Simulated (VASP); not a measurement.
# Pt (P-3m1) in VASP: single point with PBE

Aim: the single point of Pt with PBE.

Everything below comes from runs of VASP 6.6.1. Logs are shortened: lines on timing, memory, paths and dates and some standing lists are left out, and cuts for length are marked.

## (1) The cell of the first run

Symmetry: P-3m1, No. 164, trigonal system. The conventional cell has a = 2.807 Å, b = 2.807 Å, c = 13.603 Å, α = 90.00°, β = 90.00°, γ = 120.00°. Within 3.5 Å of Pt (site symmetry 3m) lie 12 Pt at 2.69 to 2.81 Å. Pt (site symmetry 3m) has 12 Pt at 2.81 Å within 3.7 Å. Within 3.7 Å of Pt (site symmetry 3m) lie 12 Pt at 2.81 Å.

## (2) Single point, PBE (the distance across one plane changed)

Input file INCAR:

```
SYSTEM = Pt
PREC = Accurate
ENCUT = 520
EDIFF = 1E-6
ISMEAR = 0
SIGMA = 0.15
LREAL = .False.
LASPH = .True.
NELM = 100
ALGO = Fast
ISIF = 2
LWAVE = .False.
LCHARG = .True.
GGA = PE
LELF = .True.
LVHAR = .True.
NBANDS = 39
```

Input file KPOINTS:

```
Automatic mesh
0
Gamma
  24 24 5
  0 0 0
```

Input file POSCAR:

```
Pt
1.0
    1.9850550545     -1.9850550545      0.0000000000
    1.9850550545      0.0000000000     -1.9850550545
    7.8536176775      7.8536176775      7.8536176775
Pt
6
Direct
    0.6666666667      0.6666666667      0.0842354070
    0.0000000000      0.0000000000      0.9267579810
    0.3333333333      0.3333333333      0.2527399218
    0.6666666667      0.6666666667      0.5897489514
    0.0000000000      0.0000000000      0.4212444366
    0.3333333333      0.3333333333      0.7582534662
```

Potentials or basis: VASP PAW PBE potentials, release 64 (Pt).

Run with:

```bash
cat potpaw_PBE.64/Pt/POTCAR > POTCAR
mpirun -np 1 vasp_std > vasp.out
```

OUTCAR:

```text
SYSTEM = Pt
   PREC = Accurate
   ENCUT = 520
   EDIFF = 1E-6
   ISMEAR = 0
   LREAL = .False.
   LASPH = .True.
   NELM = 100
   ISIF = 2
   GGA = PE

 ion  position               nearest neighbor table
   1  0.667  0.667  0.084-   2 2.69   2 2.69   2 2.69   3 2.81   3 2.81   3 2.81
   2  0.000  0.000  0.927-   1 2.69   1 2.69   1 2.69   6 2.81   6 2.81   6 2.81
   3  0.333  0.333  0.253-   5 2.81   1 2.81   1 2.81   5 2.81   5 2.81   1 2.81
   4  0.667  0.667  0.590-   5 2.81   6 2.81   6 2.81   5 2.81   5 2.81   6 2.81
   5  0.000  0.000  0.421-   3 2.81   4 2.81   4 2.81   4 2.81   3 2.81   3 2.81
   6  0.333  0.333  0.758-   2 2.81   4 2.81   4 2.81   2 2.81   2 2.81   4 2.81

  LATTYP: Found a hexagonal cell.
 ALAT       =     2.8072917801
 C/A-ratio  =     4.8455472056

  Lattice vectors:

 A1 = (  -1.9850550545,   0.0000000000,   1.9850550545)
 A2 = (   1.9850550545,  -1.9850550545,   0.0000000000)
 A3 = (   7.8536176775,   7.8536176775,   7.8536176775)

Analysis of symmetry for initial positions (statically):
=====================================================================
 Subroutine PRICEL returns:
 Original cell was already a primitive cell.

 Routine SETGRP: Setting up the symmetry group for a
 hexagonal supercell.

 Subroutine GETGRP returns: Found 12 space group operations
 (whereof  6 operations were pure point group operations)
 out of a pool of 24 trial point group operations.

The static configuration has the point symmetry C_3v.
 The point group associated with its full space group is D_3d.

Analysis of symmetry for dynamics (positions and initial velocities):
=====================================================================
 Subroutine PRICEL returns:
 Original cell was already a primitive cell.

 Routine SETGRP: Setting up the symmetry group for a
 hexagonal supercell.

 Subroutine GETGRP returns: Found 12 space group operations
 (whereof  6 operations were pure point group operations)
 out of a pool of 24 trial point group operations.

The dynamic configuration has the point symmetry C_3v.
 The point group associated with its full space group is D_3d.

 Subroutine INISYM returns: Found 12 space group operations
 (whereof  6 operations are pure point group operations),
 and found     1 'primitive' translations

----------------------------------------------------------------------------------------

                                     Primitive cell

  volume of cell :      92.8402

  direct lattice vectors                    reciprocal lattice vectors
     1.985055055 -1.985055055  0.000000000     0.167921455 -0.335842910  0.167921455
     1.985055055  0.000000000 -1.985055055     0.167921455  0.167921455 -0.335842910
     7.853617677  7.853617677  7.853617677     0.042443285  0.042443285  0.042443285

  length of vectors
     2.807291780  2.807291780 13.602864841     0.411321882  0.411321882  0.073513926

  position of ions in fractional coordinates (direct lattice)
     0.666666667  0.666666667  0.084235407
     0.000000000  0.000000000  0.926757981
     0.333333333  0.333333333  0.252739922
     0.666666667  0.666666667  0.589748951
     0.000000000  0.000000000  0.421244437
     0.333333333  0.333333333  0.758253466

  ion indices of the primitive-cell ions
   primitive index   ion index
                 1           1
                 2           2
                 3           3
                 4           4
                 5           5
                 6           6

----------------------------------------------------------------------------------------

 KPOINTS: Automatic mesh

Automatic generation of k-mesh.
 Grid dimensions read from file:
 generate k-points for:   24   24    5

 Generating k-lattice:

  Cartesian coordinates                     Fractional coordinates (reciprocal lattice)
     0.006996727 -0.013993455  0.006996727     0.041666667  0.000000000  0.000000000
     0.006996727  0.006996727 -0.013993455     0.000000000  0.041666667  0.000000000
     0.008488657  0.008488657  0.008488657     0.000000000  0.000000000  0.200000000

  Length of vectors
     0.017138412  0.017138412  0.014702785

  Shift w.r.t. Gamma in fractional coordinates (k-lattice)
     0.000000000  0.000000000  0.000000000

 Subroutine IBZKPT returns following result:
 ===========================================

 Found    279 irreducible k-points:

 Following reciprocal coordinates:
            Coordinates               Weight
  0.000000  0.000000  0.000000      1.000000
  0.041667  0.000000  0.000000      6.000000
  0.083333  0.000000  0.000000      6.000000
  0.125000  0.000000  0.000000      6.000000
  0.166667  0.000000  0.000000      6.000000
  0.208333  0.000000  0.000000      6.000000
[... 16 lines left out ...]
  0.458333  0.041667  0.000000     12.000000
  0.500000  0.041667 -0.000000     12.000000
 [... further k-points ...]
   k-points           NKPTS =    279   k-points in BZ     NKDIM =    279   number of bands    NBANDS=     39
   number of dos      NEDOS =    301   number of ions     NIONS =      6
   total plane-waves  NPLWV =  62208
   dimension x,y,z NGX =    24 NGY =   24 NGZ =  108
   dimension x,y,z NGXF=    48 NGYF=   48 NGZF=  216
   ions per type =               6
   NGX,Y,Z   is equivalent  to a cutoff of  14.21, 14.21, 13.20 a.u.
   NGXF,Y,Z  is equivalent  to a cutoff of  28.43, 28.43, 26.40 a.u.
 SYSTEM =  Pt
   PREC   = accura    normal or accurate (medium, high low for compatibility)
   ISTART =      0    job   : 0-new  1-cont  2-samecut
   ICHARG =      2    charge: 1-file 2-atom 10-const
   ISPIN  =      1    spin polarized calculation?
   LNONCOLLINEAR =      F non collinear calculations
   LSORBIT =      F    spin-orbit coupling
   LASPH  =      T    aspherical Exc in radial PAW
   ENCUT  =  520.0 eV  38.22 Ry    6.18 a.u.   5.22  5.22 25.29*2*pi/ulx,y,z
   NELM   =    100;   NELMIN=  2; NELMDL= -5     # of ELM steps
   EDIFF  = 0.1E-05   stopping-criterion for ELM
   LREAL  =      F    real-space projection
   EDIFFG = 0.1E-04   stopping-criterion for IOM
   NSW    =      0    number of steps for IOM
   IBRION =     -1    ionic relax: 0-MD 1-quasi-New 2-CG
   NFREE  =      0    steps in history (QN), initial steepest desc. (CG)
   ISIF   =      2    stress and relaxation
   ISYM   =      2    0-nonsym 1-usesym 2-fastsym
   POTIM  = 0.5000    time-step for ionic-motion
   TEBEG  =    0.0;   TEEND  =   0.0 temperature during run
   PSTRESS=    0.0 pullay stress
   NELECT =      60.0000    total number of electrons
   NUPDOWN=      -1.0000    fix difference up-down
   EMIN   =  10.00;   EMAX   =-10.00  energy-range for DOS
   EFERMI =   0.00;   METHOD = LEGACY
   ISMEAR =     0;   SIGMA  =   0.15  broadening in eV -4-tet -1-fermi 0-gaus
   EFERMI_NEDOS =   21; number of points for ismear=-14 and -15
   IALGO  =     68    algorithm
   IMIX   =      4    mixing-type and parameters
     AMIX     =   0.40;   BMIX     =  1.00
     AMIX_MAG =   1.60;   BMIX_MAG =  1.00
  volume/ion in A,a.u.               =      15.47       104.42
  Fermi-wavevector in a.u.,A,eV,Ry     =   1.415402  2.674722 27.257415  2.003363
  Thomas-Fermi vector in A             =   2.536844
   LORBIT       =      0    0 simple, 1 ext, 2 COOP (PROOUT), +10 PAW based schemes
   GGA     = PE    functional components
   LHFCALC =     F    Hartree Fock is set to
   AEXX    =    0.0000 exact exchange contribution
   IVDW    =     0    specifies the selected vdW correction
   LEPSILON=     F    determine dielectric tensor
   LRPA    =     F    only Hartree local field effects (RPA)
 non-spin polarized calculation
 RMM-DIIS sequential band-by-band and
 Gauss-broadening in eV      SIGMA  =   0.15
  energy-cutoff  :      520.00
  volume of cell :       92.84
 maximum number of plane-waves:      2525
 NGX is ok and might be reduce to    24
   NGX = 11   NGY = 11   NGZ = 51

 number of electron      59.9999996 magnetization

 Free energy of the ion-electron system (eV)
  ---------------------------------------------------
  ext. energy  EPLUGINS =         0.00000000
  ---------------------------------------------------
  free energy    TOTEN  =       -36.57943462 eV

  energy without entropy =      -36.44829189  energy(sigma->0) =      -36.51386325

 E-fermi :  10.7757     XC(G=0): -13.3346

 val. band max:       10.7748209496   @ k =   0.4583   0.0833   0.0000
 cond. band min:      10.7765154033   @ k =   0.4167   0.4167   0.2000
 fundamental gap:      0.0016944537
 Fermi energy:        10.7756613462

 k-point     1 :       0.0000    0.0000    0.0000
  band No.  band energies     occupation
      1       0.8181      2.00000
      2       1.8234      2.00000
      3       1.9757      2.00000
      4       3.5146      2.00000
      5       3.5964      2.00000
      6       3.7728      2.00000
[... 31 lines left out ...]
     38      20.9069      0.00000
     39      21.2844      0.00000

 k-point     2 :       0.0417    0.0000    0.0000
  band No.  band energies     occupation
      1       0.8783      2.00000
      2       1.8803      2.00000
      3       2.0324      2.00000
      4       3.5711      2.00000
      5       3.6541      2.00000
      6       3.8273      2.00000
[... 31 lines left out ...]
     38      20.9347      0.00000
     39      21.3065      0.00000

 k-point     3 :       0.0833    0.0000    0.0000
  band No.  band energies     occupation
      1       1.0568      2.00000
      2       2.0475      2.00000
      3       2.1985      2.00000
      4       3.7352      2.00000
      5       3.8229      2.00000
      6       3.9864      2.00000
[... 31 lines left out ...]
     38      21.0138      0.00000
     39      21.3683      0.00000

 k-point     4 :       0.1250    0.0000    0.0000
  band No.  band energies     occupation
      1       1.3463      2.00000
      2       2.3134      2.00000
      3       2.4623      2.00000
      4       3.9853      2.00000
      5       4.0903      2.00000
      6       4.2359      2.00000
[... 31 lines left out ...]
     38      21.1314      0.00000
     39      21.4597      0.00000
[... 754 lines left out ...]
     38      17.1597      0.00000
     39      18.2049      0.00000

 k-point    23 :       0.4583    0.0417    0.0000
  band No.  band energies     occupation
      1       3.7139      2.00000
      2       4.0181      2.00000
      3       4.3281      2.00000
      4       4.4504      2.00000
      5       4.5370      2.00000
      6       4.6894      2.00000
[... 31 lines left out ...]
     38      17.1093      0.00000
     39      17.6945      0.00000

 k-point    24 :       0.5000    0.0417   -0.0000
  band No.  band energies     occupation
      1       3.7067      2.00000
      2       3.9610      2.00000
      3       4.3831      2.00000
      4       4.4395      2.00000
      5       4.5414      2.00000
      6       4.6131      2.00000
[... 31 lines left out ...]
     38      16.6068      0.00000
     39      17.6836      0.00000

 [... further k-points ...]
[... 5 lines left out ...]
  --------------------------------------------------------------------------------------
  -------------------------------------------------------------------------------------
  Total        1.7030973      1.7030973      1.7030973      0.3364323      0.3364323      0.3364323
  in kB       29.3909703     29.3909703     29.3909703      5.8059352      5.8059352      5.8059352
  external PRESSURE =      29.3909703 kB  Pullay stress =       0.0000000 kB

 VOLUME and BASIS-vectors are now :
 -----------------------------------------------------------------------------
  energy-cutoff  :      520.00
  volume of cell :       92.84
      direct lattice vectors                 reciprocal lattice vectors
     1.985055055 -1.985055055  0.000000000     0.167921455 -0.335842910  0.167921455
     1.985055055  0.000000000 -1.985055055     0.167921455  0.167921455 -0.335842910
     7.853617677  7.853617677  7.853617677     0.042443285  0.042443285  0.042443285

 POSITION                                       TOTAL-FORCE (eV/Angst)
 -----------------------------------------------------------------------------------
      3.30829     -0.66182     -0.66182         0.666856      0.666856      0.666856
      7.27840      7.27840      7.27840        -0.666856     -0.666856     -0.666856
      3.30829      1.32324      1.32324        -0.012938     -0.012938     -0.012938
      7.27840      3.30829      3.30829        -0.002113     -0.002113     -0.002113
      3.30829      3.30829      3.30829         0.002113      0.002113      0.002113
      7.27840      5.29335      5.29335         0.012938      0.012938      0.012938
 -----------------------------------------------------------------------------------
    total drift:                                0.000002      0.000002      0.000002

  FREE ENERGIE OF THE ION-ELECTRON SYSTEM (eV)
  ---------------------------------------------------
  free  energy   TOTEN  =       -36.5794346157 eV

  energy  without entropy=      -36.4482918921  energy(sigma->0) =      -36.51386325
```

Wall time 14 min (1 thread of AMD EPYC 9R45 (Zen 5), shared host); peak memory 0.73 GiB.

What came out:

```
Free energy            : -36.5794 eV
Pressure               : 2.9 GPa
Largest force          : 1.155 eV/Å
Band gap on the k mesh : zero (bands 30 and 31 overlap by 1.78 eV)
```

Forces in eV/Å, atoms in the order of the input:
```
Pt   0.667  0.667  0.667
Pt  -0.667 -0.667 -0.667
Pt  -0.013 -0.013 -0.013
Pt  -0.002 -0.002 -0.002
Pt   0.002  0.002  0.002
Pt   0.013  0.013  0.013
```

Levels at points of the mesh, in eV from the Fermi level:
```
           k point  band 27  band 28  band 29  band 30  band 31  band 32  band 33  band 34
(0.00, 0.00, 0.00)    -1.67    -1.55    -1.55    -0.85    -0.85    -0.75    -0.75    -0.26
(0.50, 0.00, 0.00)     0.08     0.21     0.21     0.46     0.48     1.84     2.39     2.43
```

Caveat: the cell differs from its parent crystal (the distance across one plane changed); spin-orbit coupling is left out, which moves the levels of the heavy elements; forces of over 1 eV/Å act on the atoms, so gaps and moduli don't describe the material at rest.
